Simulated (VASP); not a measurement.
## Au: relaxation of cell and atoms with PBEsol

The system is Au.

```xyz
2
Lattice="2.9000 0.0000 0.0000 -1.4500 2.5115 0.0000 0.0000 0.0000 4.8800" Properties=species:S:1:pos:R:3 pbc="T T T"
Au    1.4500    0.8372    1.2200
Au    0.0000    1.6743    3.6600
```

| Quantity | Value |
| --- | --- |
| Program | VASP 6.6.1 |
| Task | relaxation of cell and atoms |
| Functional | PBEsol |
| Potentials or basis | VASP PAW PBE potentials, release 64 (Au) |
| Cutoff | 600 eV |
| k mesh | 11 × 11 × 6 |
| Occupations | fermi-dirac, width 0.05 eV |
| Spin | no spin polarisation |
| Target pressure | 2 GPa |
| Dipole correction | no |
| Further INCAR settings | ALGO = Normal; EDIFF = 1e-07; IBRION = 2; EDIFFG = -0.01; NSW = 60; ISIF = 3 |

```
Relaxed volume                                         : 16.82 Å³/atom
Relaxed cell                                           : a = 2.858 Å, b = 2.858 Å, c = 4.754 Å, α = 90.00°, β = 90.00°, γ = 120.00°
Space group after relaxing (to 0.05 Å)                 : P6_3/mmc (No. 194)
Energy change on relaxing (the enthalpy is what falls) : -15.6 meV/atom
Ionic steps                                            : 9
Pressure after relaxing                                : 2.0 GPa
Band gap on the k mesh                                 : zero (band 11 reaches 13.23 eV, above the bottom of band 12 at 6.83 eV)
```

Step by step:
```csv
step,energy change (eV),largest force (eV/Å),pressure (GPa),volume (Å³)
1,0.0000,0.0000,-6.59,35.54
2,0.1640,0.0000,22.32,30.86
3,-0.0308,0.0000,1.80,33.69
4,-0.0304,0.0000,1.99,33.65
5,-0.0299,0.0000,2.19,33.61
6,-0.0305,0.0000,2.21,33.60
7,-0.0305,0.0000,2.24,33.59
8,-0.0320,0.0000,1.57,33.71
9,-0.0311,0.0000,2.01,33.63
```

Final structure:
```yaml
crystal:
  lattice:
    - [2.85809, 0.00000, 0.00000]
    - [-1.42904, 2.47518, 0.00000]
    - [0.00000, 0.00000, 4.75409]
  atoms:
    - { symbol: Au, position: [0.66667, 0.33333, 0.25000] }
    - { symbol: Au, position: [0.33333, 0.66667, 0.75000] }
```

Levels at points of the mesh, in eV from the Fermi level:
```
           k point  band 8  band 9  band 10  band 11  band 12  band 13  band 14  band 15
(0.00, 0.00, 0.00)   -3.63   -3.63    -2.17    -2.17    -1.19     2.88    14.52    15.88
(0.00, 0.00, 0.50)   -4.66   -2.64    -2.64    -2.64    -2.64    10.92    10.92    14.83
```

Wall time 110 s on 1 thread of AMD EPYC 9R45 96-Core Processor (Zen 5), with other jobs on the host, peak memory 0.16 GiB.

Caveat: the cell is relaxed towards a set pressure, so the enthalpy falls and the energy may rise; the PAW data sets were made with another functional, which shifts forces and pressure a little; spin-orbit coupling is left out, which moves the levels of the heavy elements.
